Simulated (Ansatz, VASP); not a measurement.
**Au: VASP beside Ansatz**

The input INCAR:

```
SYSTEM = Au
PREC = Accurate ; ENCUT = 520
EDIFF = 1E-6 ; ISMEAR = 0
SIGMA = 0.15 ; LREAL = .FALSE.
LASPH = .TRUE. ; NELM = 60
ALGO = Fast ; ISIF = 2
LWAVE = .FALSE. ; LCHARG = .FALSE.
GGA = PS ; NBANDS = 12
```

Contents of KPOINTS:

```
Automatic mesh
0
G
  26 26 26
  0 0 0
```

Contents of POSCAR:

```
Au
1.0
   -1.6616002293      1.6616002293      1.5805465595
    1.6616002293     -1.6616002293      1.5805465595
    1.6616002293      1.6616002293     -1.5805465595
Au
1
Direct
    0.0000000000      0.0000000000      0.0000000000
```

Input for Ansatz:

```yaml
crystal:
  lattice:
    - [-1.6616002293, 1.6616002293, 1.5805465595]
    - [1.6616002293, -1.6616002293, 1.5805465595]
    - [1.6616002293, 1.6616002293, -1.5805465595]
  atoms:
    - { symbol: Au, position: [0.0, 0.0, 0.0] }
basis:
  ecutwfc: 420
kpoints:
  mp_grid: { grid: [26, 26, 26] }
hamiltonian:
  xc: pbesol
scf:
  occupations: { method: gaussian, width: 0.15 }
output:
  forces: true
  stress: true
  eigenvalues: true
```

Change from the starting cell: strain +0.025 along x and y, -0.025 along z, atoms carried along.

Alike in both runs: task single point; functional PBEsol; k mesh 26 × 26 × 26; occupations gaussian, width 0.15 eV; no spin polarisation.

```csv
,VASP,Ansatz
version,VASP 6.6.1,Ansatz 0.2.0
potentials or method,"VASP PAW PBE potentials, release 64 (Au), cutoff 520 eV","scalar-relativistic, plane waves, PAW"
valence electrons in the cell,11,19
```

|  | VASP | Ansatz | Ansatz less VASP |
| --- | --- | --- | --- |
| gap on the k mesh at the Fermi level (eV) | none | none | - |
| pressure (GPa) | -3.9 | -3.7 | +0.20 |
| traceless stress, the component that is largest in VASP (GPa) | -0.38 | -0.37 | +0.006 |

VASP's potentials were made for PBE, not for PBEsol. A gap of «none» marks a metal or a gap that the smearing closes. VASP's potentials hold 11 valence electrons a cell and Ansatz's 19, so a difference there can come from the potentials and not from the codes.

Neither program's run includes spin-orbit coupling.
